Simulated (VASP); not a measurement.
# Li2RuBr3 (P4/mmm) in VASP: single point with PBE

Aim: the single point of Li2RuBr3 with PBE.

All numbers are computed with VASP 6.6.1; they aren't measurements. Logs are shortened: lines on timing, memory, paths and dates and some standing lists are left out, and cuts for length are marked.

## (1) The cell of the first run

The structure is tetragonal, space group P4/mmm (No. 123). The conventional cell has a = 4.996 Å, b = 4.996 Å, c = 5.988 Å, α = 90.00°, β = 90.00°, γ = 90.00°. Within 3.6 Å of Li (site symmetry 4mm) lie 2 Li at 2.71 to 3.28 Å and 4 Br at 2.84 Å. Ru (site symmetry 4/mmm) has 6 Br at 2.50 to 2.99 Å within 3.3 Å. Br (site symmetry mmm) has 2 Ru at 2.50 Å and 4 Li at 2.84 Å within 3.3 Å. Within 3.9 Å of Br (site symmetry 4/mmm) lie 2 Ru at 2.99 Å and 8 Li at 3.90 Å and 8 Br at 3.90 Å.

## (2) Single point, PBE, collinear spin, ferromagnetic start

The input, INCAR:

```
PREC = Accurate
ENCUT = 520
EDIFF = 1E-7
ISMEAR = 0
SIGMA = 0.2
LREAL = F
LASPH = T
NELM = 150
ALGO = Normal
ISIF = 2
LWAVE = F
LCHARG = T
ISPIN = 2
MAGMOM = 0 0 1 0 0 0
LORBIT = 11
LMAXMIX = 4
GGA = PE
LELF = T
LVHAR = T
NBANDS = 34
```

The input, KPOINTS:

```
Automatic mesh
0
Gamma
  4 4 2
```

The input, POSCAR:

```
Li2RuBr3
1.0
    4.9959327788      0.0000000000      0.0000000000
    0.0000000000      4.9959327788      0.0000000000
    0.0000000000      0.0000000000      5.9883525558
Li Ru Br
2 1 3
Direct
    0.0000000000      0.0000000000      0.2259875941
    0.0000000000      0.0000000000      0.7740124059
    0.5000000000      0.5000000000      0.0000000000
    0.5000000000      0.0000000000      0.0000000000
    0.0000000000      0.5000000000      0.0000000000
    0.5000000000      0.5000000000      0.5000000000
```

Potentials or basis: VASP PAW PBE potentials, release 64 (Li_sv, Ru_pv, Br).

The run is started by

```sh
$ cat potpaw_PBE.64/Li_sv/POTCAR potpaw_PBE.64/Ru_pv/POTCAR potpaw_PBE.64/Br/POTCAR > POTCAR
$ mpirun -np 1 vasp_std > vasp.out
```

OUTCAR:

```text
PREC = Accurate
   ENCUT = 520
   EDIFF = 1E-7
   ISMEAR = 0
   LREAL = F
   LASPH = T
   NELM = 150
   ISIF = 2
   ISPIN = 2
   LORBIT = 11
   GGA = PE

 ion  position               nearest neighbor table
   1  0.000  0.000  0.226-
   2  0.000  0.000  0.774-
   3  0.500  0.500  0.000-   4 2.50   5 2.50   4 2.50   5 2.50   6 2.99   6 2.99
   4  0.500  0.000  0.000-   3 2.50   3 2.50
   5  0.000  0.500  0.000-   3 2.50   3 2.50
   6  0.500  0.500  0.500-   3 2.99   3 2.99

  LATTYP: Found a simple tetragonal cell.
 ALAT       =     4.9959327788
 C/A-ratio  =     1.1986455425

  Lattice vectors:

 A1 = (   4.9959327788,   0.0000000000,   0.0000000000)
 A2 = (   0.0000000000,   4.9959327788,   0.0000000000)
 A3 = (   0.0000000000,   0.0000000000,   5.9883525558)

Analysis of symmetry for initial positions (statically):
=====================================================================
 Subroutine PRICEL returns:
 Original cell was already a primitive cell.

 Routine SETGRP: Setting up the symmetry group for a
 simple tetragonal supercell.

 Subroutine GETGRP returns: Found 16 space group operations
 (whereof 16 operations were pure point group operations)
 out of a pool of 16 trial point group operations.

The static configuration has the point symmetry D_4h.

Analysis of symmetry for dynamics (positions and initial velocities):
=====================================================================
 Subroutine PRICEL returns:
 Original cell was already a primitive cell.

 Routine SETGRP: Setting up the symmetry group for a
 simple tetragonal supercell.

 Subroutine GETGRP returns: Found 16 space group operations
 (whereof 16 operations were pure point group operations)
 out of a pool of 16 trial point group operations.

The dynamic configuration has the point symmetry D_4h.

Analysis of structural, dynamic, and magnetic symmetry:
=====================================================================
 Subroutine PRICEL returns:
 Original cell was already a primitive cell.

 Routine SETGRP: Setting up the symmetry group for a
 simple tetragonal supercell.

 Subroutine GETGRP returns: Found 16 space group operations
 (whereof 16 operations were pure point group operations)
 out of a pool of 16 trial point group operations.

The overall configuration has the point symmetry D_4h.

[... 122 lines left out ...]
   LEPSILON=     F    determine dielectric tensor
   LRPA    =     F    only Hartree local field effects (RPA)
 spin polarized calculation
 Gauss-broadening in eV      SIGMA  =   0.20
  energy-cutoff  :      520.00
  volume of cell :      149.47
 maximum number of plane-waves:      4083
 NGX is ok and might be reduce to    40
   NGX = 19   NGY = 19   NGZ = 23

 number of electron      41.0000000 magnetization       0.7134817

 Free energy of the ion-electron system (eV)
  ---------------------------------------------------
  ext. energy  EPLUGINS =         0.00000000
  ---------------------------------------------------
  free energy    TOTEN  =       -20.00517449 eV

  energy without entropy =      -19.95127603  energy(sigma->0) =      -19.97822526

 E-fermi :   3.4476     XC(G=0):  -8.2213

 val. band max:        3.3826525764   @ k =   0.5000   0.5000   0.5000
 cond. band min:       3.5371761326   @ k =   0.0000   0.0000   0.5000
 fundamental gap:      0.1545235562
 Fermi energy:         3.4476353357

 spin component 1

 k-point     1 :       0.0000    0.0000    0.0000
  band No.  band energies     occupation
      1     -45.5569      1.00000
      2     -45.5453      1.00000
      3     -38.5731      1.00000
      4     -38.5731      1.00000
      5     -38.3723      1.00000
      6     -13.8599      1.00000
[... 409 lines left out ...]
     31       9.7171      0.00000
     32       9.9402      0.00000
 Fermi energy:         3.4476353357

 spin component 2

 k-point     1 :       0.0000    0.0000    0.0000
  band No.  band energies     occupation
      1     -45.5566      1.00000
      2     -45.5450      1.00000
      3     -38.1414      1.00000
      4     -38.1414      1.00000
      5     -37.8595      1.00000
      6     -13.8377      1.00000
[... 409 lines left out ...]
     31       9.7185      0.00000
     32       9.9506      0.00000
 [bands above 32 left out]

------------------------ aborting loop because EDIFF is reached ----------------------------------------

  FORCE on cell =-STRESS in cart. coord.  units (eV):
  Direction    XX          YY          ZZ          XY          YZ          ZX
  --------------------------------------------------------------------------------------
  -------------------------------------------------------------------------------------
  Total       -0.1244429     -0.1244429     -0.2554345      0.0000000      0.0000000     -0.0000000
  in kB       -1.3339522     -1.3339522     -2.7381019      0.0000000      0.0000000     -0.0000000
  external PRESSURE =      -1.8020021 kB  Pullay stress =       0.0000000 kB

 VOLUME and BASIS-vectors are now :
 -----------------------------------------------------------------------------
  energy-cutoff  :      520.00
  volume of cell :      149.47
      direct lattice vectors                 reciprocal lattice vectors
     4.995932779  0.000000000  0.000000000     0.200162821  0.000000000  0.000000000
     0.000000000  4.995932779  0.000000000     0.000000000  0.200162821  0.000000000
     0.000000000  0.000000000  5.988352556     0.000000000  0.000000000  0.166990836

 POSITION                                       TOTAL-FORCE (eV/Angst)
 -----------------------------------------------------------------------------------
      0.00000      0.00000      1.35329         0.000000      0.000000     -0.056909
      0.00000      0.00000      4.63506        -0.000000      0.000000      0.056909
      2.49797      2.49797      0.00000         0.000000     -0.000000     -0.000000
      2.49797      0.00000      0.00000         0.000000     -0.000000     -0.000000
      0.00000      2.49797      0.00000         0.000000     -0.000000     -0.000000
      2.49797      2.49797      2.99418         0.000000     -0.000000     -0.000000
 -----------------------------------------------------------------------------------
    total drift:                                0.000000      0.000000     -0.000000

  FREE ENERGIE OF THE ION-ELECTRON SYSTEM (eV)
  ---------------------------------------------------
  free  energy   TOTEN  =       -20.0051744949 eV

  energy  without entropy=      -19.9512760265  energy(sigma->0) =      -19.97822526

 total charge

# of ion       s       p       d       tot
------------------------------------------
    1        2.001   0.023   0.000   2.023
    2        2.001   0.023   0.000   2.023
    3        0.210   6.115   6.259  12.584
    4        1.605   3.235   0.067   4.908
    5        1.605   3.235   0.067   4.908
    6        1.621   3.166   0.014   4.801
--------------------------------------------------
tot          9.043  15.796   6.408  31.246

 magnetization (x)

# of ion       s       p       d       tot
------------------------------------------
    1        0.000  -0.000   0.000   0.000
    2        0.000  -0.000   0.000   0.000
    3        0.011   0.003   0.615   0.629
    4        0.003   0.015   0.001   0.019
    5        0.003   0.015   0.001   0.019
    6        0.000  -0.007   0.000  -0.007
--------------------------------------------------
tot          0.017   0.026   0.617   0.660
```

OSZICAR:

```text
N       E                     dE             d eps       ncg     rms          rms(c)
DAV:   1     0.299480853284E+03    0.29948E+03   -0.19648E+04  1816   0.113E+03
DAV:   2     0.734726303817E+01   -0.29213E+03   -0.27731E+03  1882   0.271E+02
DAV:   3    -0.184458405293E+02   -0.25793E+02   -0.25505E+02  2356   0.705E+01
DAV:   4    -0.203016432461E+02   -0.18558E+01   -0.18377E+01  2714   0.145E+01
DAV:   5    -0.203755838556E+02   -0.73941E-01   -0.73934E-01  2096   0.231E+00    0.115E+01
DAV:   6    -0.201049744851E+02    0.27061E+00   -0.26475E-01  2128   0.222E+00    0.679E+00
DAV:   7    -0.199941027700E+02    0.11087E+00   -0.24582E-01  2178   0.200E+00    0.241E+00
DAV:   8    -0.200023660116E+02   -0.82632E-02   -0.35859E-02  2420   0.910E-01    0.486E-01
DAV:   9    -0.200030465204E+02   -0.68051E-03   -0.85075E-03  1928   0.396E-01    0.225E-01
DAV:  10    -0.200040371635E+02   -0.99064E-03   -0.10873E-03  1876   0.169E-01    0.136E-01
DAV:  11    -0.200048640657E+02   -0.82690E-03   -0.85069E-04  1722   0.127E-01    0.692E-02
DAV:  12    -0.200051318669E+02   -0.26780E-03   -0.38228E-04  1966   0.871E-02    0.271E-02
DAV:  13    -0.200051579206E+02   -0.26054E-04   -0.37904E-05  2482   0.255E-02    0.151E-02
DAV:  14    -0.200051711798E+02   -0.13259E-04   -0.14935E-05  1882   0.152E-02    0.728E-03
DAV:  15    -0.200051737541E+02   -0.25743E-05   -0.28687E-06  2166   0.681E-03    0.333E-03
DAV:  16    -0.200051743179E+02   -0.56387E-06   -0.73218E-07  1844   0.364E-03    0.111E-03
DAV:  17    -0.200051744396E+02   -0.12171E-06   -0.76685E-08  1646   0.138E-03    0.550E-04
DAV:  18    -0.200051744949E+02   -0.55220E-07   -0.13675E-08  1312   0.619E-04
   1 F= -.20005174E+02 E0= -.19978225E+02  d E =-.538985E-01  mag=     0.7135
```

It took 2.8 min on 1 thread of AMD EPYC 7R43 (Zen 3), shared host; peak memory 0.33 GiB.

Results:

* Free energy: -20.0052 eV
* Largest force: 0.057 eV/Å
* Net moment: 0.71 μB per cell
* Site moments: Li +0.00; Ru +0.63; Br +0.02, -0.01 μB
* Valence electrons inside the program's atomic spheres: Li 2.02; Ru 12.58; Br 4.91, 4.80

Forces in eV/Å, atoms in the order of the input:
```
Li   0.000  0.000 -0.057
Li   0.000  0.000  0.057
Ru   0.000  0.000  0.000
Br   0.000  0.000  0.000
Br   0.000  0.000  0.000
Br   0.000  0.000  0.000
```

Caveat: the k points lie up to 0.52 Å⁻¹ apart; the cutoff is under 1.25 times the usual one of these potentials, so pressure, stress and relaxed cells hold a basis-set (Pulay) error.
